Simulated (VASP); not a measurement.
# HfN (F-43m) in VASP: a series of runs

Aim: see how the results for HfN move with the level of theory and the settings. Levels: r2SCAN, PBEsol+U. Tasks: single point.

All numbers are computed with VASP 6.6.1; they aren't measurements. Logs are shortened: lines on timing, memory, paths and dates and some standing lists are left out, and cuts for length are marked.

### Step 1. The cell of the first run

It takes space group F-43m (No. 216, cubic). The conventional cell has a = 4.910 Å, b = 4.910 Å, c = 4.910 Å, α = 90.00°, β = 90.00°, γ = 90.00°. Within 2.8 Å of Hf (site symmetry -43m) lie 4 N at 2.13 Å. Within 2.8 Å of N (site symmetry -43m) lie 4 Hf at 2.13 Å.

### Step 2. Single point, r2SCAN

Input file POSCAR:

```
HfN
1.0
    0.0000000000      2.4548220000      2.4548220000
    2.4548220000      0.0000000000      2.4548220000
    2.4548220000      2.4548220000      0.0000000000
Hf N
1 1
Direct
    0.0000000000      0.0000000000      0.0000000000
    0.2500000000      0.2500000000      0.2500000000
```

Input file INCAR.step1:

```
PREC = Accurate ; ENCUT = 520
ISMEAR = 0 ; SIGMA = 0.1
LREAL = False ; LASPH = True
NELM = 100 ; NBANDS = 14
GGA = PE ; ALGO = Normal
EDIFF = 1E-4 ; LWAVE = True
LCHARG = False
```

Input file INCAR.step2:

```
PREC = Accurate ; ENCUT = 520
EDIFF = 1E-6 ; ISMEAR = 0
SIGMA = 0.1 ; LREAL = False
LASPH = True ; NELM = 100
ALGO = Normal ; ISIF = 2
LWAVE = False ; LCHARG = False
METAGGA = R2SCAN ; LMIXTAU = True
NBANDS = 14 ; ISTART = 1
```

Input file KPOINTS:

```
regular mesh
0
Gamma
  8 8 8
```

Potentials or basis: VASP PAW PBE potentials, release 64 (Hf_pv, N).

Command:

```console
$ cat potpaw_PBE.64/Hf_pv/POTCAR potpaw_PBE.64/N/POTCAR > POTCAR
$ cp INCAR.step1 INCAR
$ mpirun -np 1 vasp_std > vasp.out
$ cp INCAR.step2 INCAR
$ mpirun -np 1 vasp_std > vasp.out
```

OUTCAR:

```text
PREC = Accurate
   ENCUT = 520
   EDIFF = 1E-6
   ISMEAR = 0
   LREAL = False
   LASPH = True
   NELM = 100
   ISIF = 2
   METAGGA = R2SCAN
   ISTART = 1

 ion  position               nearest neighbor table
   1  0.000  0.000  0.000-   2 2.13   2 2.13   2 2.13   2 2.13
   2  0.250  0.250  0.250-   1 2.13   1 2.13   1 2.13   1 2.13

  LATTYP: Found a face centered cubic cell.
 ALAT       =     4.9096440000

  Lattice vectors:

 A1 = (   0.0000000000,   2.4548220000,   2.4548220000)
 A2 = (   2.4548220000,   0.0000000000,   2.4548220000)
 A3 = (   2.4548220000,   2.4548220000,   0.0000000000)

Analysis of symmetry for initial positions (statically):
=====================================================================
 Subroutine PRICEL returns:
 Original cell was already a primitive cell.

 Routine SETGRP: Setting up the symmetry group for a
 face centered cubic supercell.

 Subroutine GETGRP returns: Found 24 space group operations
 (whereof 24 operations were pure point group operations)
 out of a pool of 48 trial point group operations.

The static configuration has the point symmetry T_d .

Analysis of symmetry for dynamics (positions and initial velocities):
=====================================================================
 Subroutine PRICEL returns:
 Original cell was already a primitive cell.

 Routine SETGRP: Setting up the symmetry group for a
 face centered cubic supercell.

 Subroutine GETGRP returns: Found 24 space group operations
 (whereof 24 operations were pure point group operations)
 out of a pool of 48 trial point group operations.

The dynamic configuration has the point symmetry T_d .

 Subroutine INISYM returns: Found 24 space group operations
 (whereof 24 operations are pure point group operations),
 and found     1 'primitive' translations

----------------------------------------------------------------------------------------

                                     Primitive cell

  volume of cell :      29.5863

  direct lattice vectors                    reciprocal lattice vectors
     0.000000000  2.454822000  2.454822000    -0.203680756  0.203680756  0.203680756
     2.454822000  0.000000000  2.454822000     0.203680756 -0.203680756  0.203680756
     2.454822000  2.454822000  0.000000000     0.203680756  0.203680756 -0.203680756

  length of vectors
     3.471642566  3.471642566  3.471642566     0.352785417  0.352785417  0.352785417

  position of ions in fractional coordinates (direct lattice)
     0.000000000  0.000000000  0.000000000
     0.250000000  0.250000000  0.250000000

  ion indices of the primitive-cell ions
   primitive index   ion index
                 1           1
                 2           2

----------------------------------------------------------------------------------------

 KPOINTS: regular mesh

Automatic generation of k-mesh.
 Grid dimensions read from file:
 generate k-points for:    8    8    8

 Generating k-lattice:

  Cartesian coordinates                     Fractional coordinates (reciprocal lattice)
    -0.025460094  0.025460094  0.025460094     0.125000000  0.000000000  0.000000000
     0.025460094 -0.025460094  0.025460094     0.000000000  0.125000000  0.000000000
     0.025460094  0.025460094 -0.025460094     0.000000000  0.000000000  0.125000000

  Length of vectors
     0.044098177  0.044098177  0.044098177

  Shift w.r.t. Gamma in fractional coordinates (k-lattice)
     0.000000000  0.000000000  0.000000000

 Subroutine IBZKPT returns following result:
 ===========================================

 Found     29 irreducible k-points:

 Following reciprocal coordinates:
            Coordinates               Weight
  0.000000  0.000000  0.000000      1.000000
  0.125000  0.000000  0.000000      8.000000
  0.250000  0.000000  0.000000      8.000000
  0.375000  0.000000  0.000000      8.000000
  0.500000  0.000000  0.000000      4.000000
  0.125000  0.125000  0.000000      6.000000
[... 16 lines left out ...]
  0.500000  0.250000  0.125000     48.000000
 -0.375000  0.250000  0.125000     24.000000
 [... further k-points ...]
   k-points           NKPTS =     29   k-points in BZ     NKDIM =     29   number of bands    NBANDS=     14
   number of dos      NEDOS =    301   number of ions     NIONS =      2
   total plane-waves  NPLWV =  21952
   dimension x,y,z NGX =    28 NGY =   28 NGZ =   28
   dimension x,y,z NGXF=    56 NGYF=   56 NGZF=   56
   ions per type =               1   1
   NGX,Y,Z   is equivalent  to a cutoff of  13.41, 13.41, 13.41 a.u.
   NGXF,Y,Z  is equivalent  to a cutoff of  26.82, 26.82, 26.82 a.u.
 SYSTEM =  unknown system
   PREC   = accura    normal or accurate (medium, high low for compatibility)
   ISTART =      1    job   : 0-new  1-cont  2-samecut
   ICHARG =      0    charge: 1-file 2-atom 10-const
   ISPIN  =      1    spin polarized calculation?
   LNONCOLLINEAR =      F non collinear calculations
   LSORBIT =      F    spin-orbit coupling
   LASPH  =      T    aspherical Exc in radial PAW
   ENCUT  =  520.0 eV  38.22 Ry    6.18 a.u.   6.45  6.45  6.45*2*pi/ulx,y,z
   NELM   =    100;   NELMIN=  2; NELMDL=  0     # of ELM steps
   EDIFF  = 0.1E-05   stopping-criterion for ELM
   LREAL  =      F    real-space projection
   EDIFFG = 0.1E-04   stopping-criterion for IOM
   NSW    =      0    number of steps for IOM
   IBRION =     -1    ionic relax: 0-MD 1-quasi-New 2-CG
   NFREE  =      0    steps in history (QN), initial steepest desc. (CG)
   ISIF   =      2    stress and relaxation
   ISYM   =      2    0-nonsym 1-usesym 2-fastsym
   POTIM  = 0.5000    time-step for ionic-motion
   TEBEG  =    0.0;   TEEND  =   0.0 temperature during run
   PSTRESS=    0.0 pullay stress
   NELECT =      15.0000    total number of electrons
   NUPDOWN=      -1.0000    fix difference up-down
   EMIN   =  10.00;   EMAX   =-10.00  energy-range for DOS
   EFERMI =   0.00;   METHOD = LEGACY
   ISMEAR =     0;   SIGMA  =   0.10  broadening in eV -4-tet -1-fermi 0-gaus
   EFERMI_NEDOS =   21; number of points for ismear=-14 and -15
   IALGO  =     38    algorithm
   IMIX   =      4    mixing-type and parameters
     AMIX     =   0.40;   BMIX     =  1.00
     AMIX_MAG =   1.60;   BMIX_MAG =  1.00
  volume/ion in A,a.u.               =      14.79        99.83
  Fermi-wavevector in a.u.,A,eV,Ry     =   1.305395  2.466839 23.185087  1.704056
  Thomas-Fermi vector in A             =   2.436267
   LORBIT       =      0    0 simple, 1 ext, 2 COOP (PROOUT), +10 PAW based schemes
   METAGGA = R2SCAN    functional components
   LHFCALC =     F    Hartree Fock is set to
   AEXX    =    0.0000 exact exchange contribution
   IVDW    =     0    specifies the selected vdW correction
   LEPSILON=     F    determine dielectric tensor
   LRPA    =     F    only Hartree local field effects (RPA)
 non-spin polarized calculation
 Gauss-broadening in eV      SIGMA  =   0.10
  energy-cutoff  :      520.00
  volume of cell :       29.59
 maximum number of plane-waves:       821
 NGX is ok and might be reduce to    28
   NGX = 13   NGY = 13   NGZ = 13

 number of electron      15.0000001 magnetization

 Free energy of the ion-electron system (eV)
  ---------------------------------------------------
  ext. energy  EPLUGINS =         0.00000000
  ---------------------------------------------------
  free energy    TOTEN  =       -57.71794523 eV

  energy without entropy =      -57.71553727  energy(sigma->0) =      -57.71674125

 E-fermi :   5.7632     XC(G=0): -11.9443

 val. band max:        5.7112190913   @ k =  -0.3750   0.2500   0.1250
 cond. band min:       5.9111953338   @ k =   0.1250   0.0000   0.0000
 fundamental gap:      0.1999762425
 Fermi energy:         5.7631583130

 k-point     1 :       0.0000    0.0000    0.0000
  band No.  band energies     occupation
      1     -26.5599      2.00000
      2     -26.5598      2.00000
      3     -26.5598      2.00000
      4     -11.4586      2.00000
      5      -0.0295      2.00000
      6      -0.0295      2.00000
      7      -0.0295      2.00000
      8       5.0983      2.00000
      9       8.2501      0.00000
     10       8.2501      0.00000
     11      12.6918      0.00000
     12      12.6918      0.00000
     13      12.6918      0.00000
     14      16.9930      0.00000

 k-point     2 :       0.1250    0.0000    0.0000
  band No.  band energies     occupation
      1     -26.6351      2.00000
      2     -26.5694      2.00000
      3     -26.5694      2.00000
      4     -11.2827      2.00000
      5      -0.3321      2.00000
      6       0.0832      2.00000
      7       0.0833      2.00000
      8       5.9112      0.03630
      9       8.0157      0.00000
     10       8.0157      0.00000
     11      12.2827      0.00000
     12      13.0061      0.00000
     13      13.0061      0.00000
     14      16.9928      0.00000

 k-point     3 :       0.2500    0.0000    0.0000
  band No.  band energies     occupation
      1     -26.8113      2.00000
      2     -26.5924      2.00000
      3     -26.5924      2.00000
      4     -10.8827      2.00000
      5      -0.6416      2.00000
      6       0.3303      2.00000
      7       0.3303      2.00000
      8       7.3360      0.00000
      9       7.8395      0.00000
     10       7.8395      0.00000
     11      11.6342      0.00000
     12      13.0385      0.00000
     13      13.0385      0.00000
     14      14.9621      0.00000
[... 324 lines left out ...]
 k-point    23 :       0.5000    0.2500    0.1250
  band No.  band energies     occupation
      1     -26.9567      2.00000
      2     -26.7277      2.00000
      3     -26.6475      2.00000
      4     -10.3036      2.00000
      5      -0.5126      2.00000
      6       0.4790      2.00000
      7       1.0225      2.00000
      8       6.1046      0.00000
      9       7.6930      0.00000
     10       9.1118      0.00000
     11      11.6830      0.00000
     12      12.3966      0.00000
     13      12.9480      0.00000
     14      15.7385      0.00000

 k-point    24 :      -0.3750    0.2500    0.1250
  band No.  band energies     occupation
      1     -26.9954      2.00000
      2     -26.7459      2.00000
      3     -26.6611      2.00000
      4     -10.1947      2.00000
      5      -0.0559      2.00000
      6       0.2453      2.00000
      7       1.1414      2.00000
      8       5.7112      1.53738
      9       7.8701      0.00000
     10       8.9234      0.00000
     11      11.7931      0.00000
     12      12.0253      0.00000
     13      13.0338      0.00000
     14      16.2562      0.00000

 [... further k-points ...]
[... 5 lines left out ...]
  --------------------------------------------------------------------------------------
  -------------------------------------------------------------------------------------
  Total       -0.6974646     -0.6974646     -0.6974646      0.0000000     -0.0000000      0.0000000
  in kB      -37.7696331    -37.7696331    -37.7696331      0.0000000     -0.0000000      0.0000000
  external PRESSURE =     -37.7696331 kB  Pullay stress =       0.0000000 kB

 VOLUME and BASIS-vectors are now :
 -----------------------------------------------------------------------------
  energy-cutoff  :      520.00
  volume of cell :       29.59
      direct lattice vectors                 reciprocal lattice vectors
     0.000000000  2.454822000  2.454822000    -0.203680756  0.203680756  0.203680756
     2.454822000  0.000000000  2.454822000     0.203680756 -0.203680756  0.203680756
     2.454822000  2.454822000  0.000000000     0.203680756  0.203680756 -0.203680756

 POSITION                                       TOTAL-FORCE (eV/Angst)
 -----------------------------------------------------------------------------------
      0.00000      0.00000      0.00000         0.000000      0.000000      0.000000
      1.22741      1.22741      1.22741        -0.000000     -0.000000     -0.000000
 -----------------------------------------------------------------------------------
    total drift:                                0.000001      0.000001      0.000001

  FREE ENERGIE OF THE ION-ELECTRON SYSTEM (eV)
  ---------------------------------------------------
  free  energy   TOTEN  =       -57.7179452290 eV

  energy  without entropy=      -57.7155372664  energy(sigma->0) =      -57.71674125
```

Wall time 83 s (1 thread of AMD EPYC 7R13, shared host); peak memory 0.14 GiB.

Results:

```
Free energy : -57.7179 eV
Pressure    : -3.8 GPa
```

Levels at points of the mesh, in eV from the Fermi level:
| k point | band 4 | band 5 | band 6 | band 7 | band 8 | band 9 | band 10 | band 11 | band 12 | band 13 |
| --- | --- | --- | --- | --- | --- | --- | --- | --- | --- | --- |
| (0.00, 0.00, 0.00) | -17.22 | -5.79 | -5.79 | -5.79 | -0.66 | 2.49 | 2.49 | 6.93 | 6.93 | 6.93 |
| (0.50, 0.00, 0.00) | -16.16 | -6.06 | -5.17 | -5.17 | 1.58 | 3.01 | 3.01 | 4.70 | 5.49 | 5.49 |
| (0.50, 0.50, 0.00) | -15.80 | -7.16 | -3.92 | -3.92 | -1.25 | 2.50 | 4.35 | 4.87 | 4.87 | 10.95 |

Caveat: the PAW data sets were made with another functional, which shifts forces and pressure a little; spin-orbit coupling is left out, which moves the levels of the heavy elements.

### Step 3. Single point, r2SCAN

POSCAR is that of step 2.

Input file INCAR.step1:

```
SYSTEM = HfN
PREC = Accurate
ENCUT = 520
ISMEAR = 0
SIGMA = 0.1
LREAL = .FALSE.
LASPH = .TRUE.
NELM = 80
NBANDS = 14
GGA = PE
ALGO = Normal
EDIFF = 1E-4
LWAVE = .TRUE.
LCHARG = .FALSE.
```

Input file INCAR.step2:

```
SYSTEM = HfN
PREC = Accurate
ENCUT = 520
EDIFF = 1E-6
ISMEAR = 0
SIGMA = 0.1
LREAL = .FALSE.
LASPH = .TRUE.
NELM = 80
ALGO = Normal
ISIF = 2
LWAVE = .FALSE.
LCHARG = .TRUE.
METAGGA = R2SCAN
LMIXTAU = .TRUE.
LELF = .TRUE.
LVHAR = .TRUE.
NBANDS = 14
ISTART = 1
```

Input file KPOINTS:

```
regular mesh
0
G
  8 8 8
  0 0 0
```

Potentials or basis: VASP PAW PBE potentials, release 64 (Hf_pv, N).

Command:

```console
$ cat potpaw_PBE.64/Hf_pv/POTCAR potpaw_PBE.64/N/POTCAR > POTCAR
$ cp INCAR.step1 INCAR
$ mpirun -np 1 vasp_std > vasp.out
$ cp INCAR.step2 INCAR
$ mpirun -np 1 vasp_std > vasp.out
```

Run time: 84 s. Hardware: 1 thread of AMD EPYC 7R13, shared host; peak memory 0.14 GiB.

The run converged. Its results:

```yaml
Free_energy: -57.7179 eV
Pressure: -3.8 GPa
```

Levels at points of the mesh, in eV from the Fermi level:
```csv
k point,band 4,band 5,band 6,band 7,band 8,band 9,band 10,band 11,band 12,band 13
"(0.00, 0.00, 0.00)",-17.22,-5.79,-5.79,-5.79,-0.66,2.49,2.49,6.93,6.93,6.93
"(0.50, 0.00, 0.00)",-16.16,-6.06,-5.17,-5.17,1.58,3.01,3.01,4.70,5.49,5.49
"(0.50, 0.50, 0.00)",-15.80,-7.16,-3.92,-3.92,-1.25,2.50,4.35,4.87,4.87,10.95
```

Caveat: the PAW data sets were made with another functional, which shifts forces and pressure a little; spin-orbit coupling is left out, which moves the levels of the heavy elements.

### Step 4. Single point, PBEsol+U

Input file INCAR:

```
SYSTEM = HfN
PREC = Accurate
ENCUT = 520
EDIFF = 1E-6
ISMEAR = -1
SIGMA = 0.05
LREAL = .FALSE.
LASPH = .TRUE.
NELM = 150
ALGO = Normal
ISIF = 2
LWAVE = .FALSE.
LCHARG = .TRUE.
LMAXMIX = 4
LDAU = .TRUE.
LDAUTYPE = 2
LDAUL = 2 -1
LDAUU = 4 0
LDAUJ = 0 0
LDAUPRINT = 1
GGA = PS
LELF = .TRUE.
LVHAR = .TRUE.
NBANDS = 14
```

Input file KPOINTS:

```
Automatic mesh
0
G
  9 9 9
  0 0 0
```

POSCAR is that of step 3.

Command:

```console
$ cat potpaw_PBE.64/Hf_pv/POTCAR potpaw_PBE.64/N/POTCAR > POTCAR
$ mpirun -np 1 vasp_std > vasp.out
```

Wall time 30 s (1 thread of Intel Xeon 8259CL, shared host); peak memory 0.16 GiB.

The run converged. Its results:

```yaml
Free_energy: -19.6095 eV
Pressure: 5.9 GPa
```

Levels at points of the mesh, in eV from the Fermi level:
| k point | band 4 | band 5 | band 6 | band 7 | band 8 | band 9 | band 10 | band 11 | band 12 | band 13 |
| --- | --- | --- | --- | --- | --- | --- | --- | --- | --- | --- |
| (0.00, 0.00, 0.00) | -16.34 | -5.40 | -5.40 | -5.40 | -1.12 | 2.94 | 2.94 | 6.61 | 6.61 | 6.61 |

Eigenvalues of the final occupation matrices:
| site | spin | trace | eigenvalues |
| --- | --- | --- | --- |
| site 1 d | 1 | 0.78 | 0.08 0.08 0.21 0.21 0.21 |
| site 1 d | 2 | 0.78 | 0.08 0.08 0.21 0.21 0.21 |

Caveat: the PAW data sets were made with another functional, which shifts forces and pressure a little; spin-orbit coupling is left out, which moves the levels of the heavy elements; U without spin polarisation on a metal has little footing.
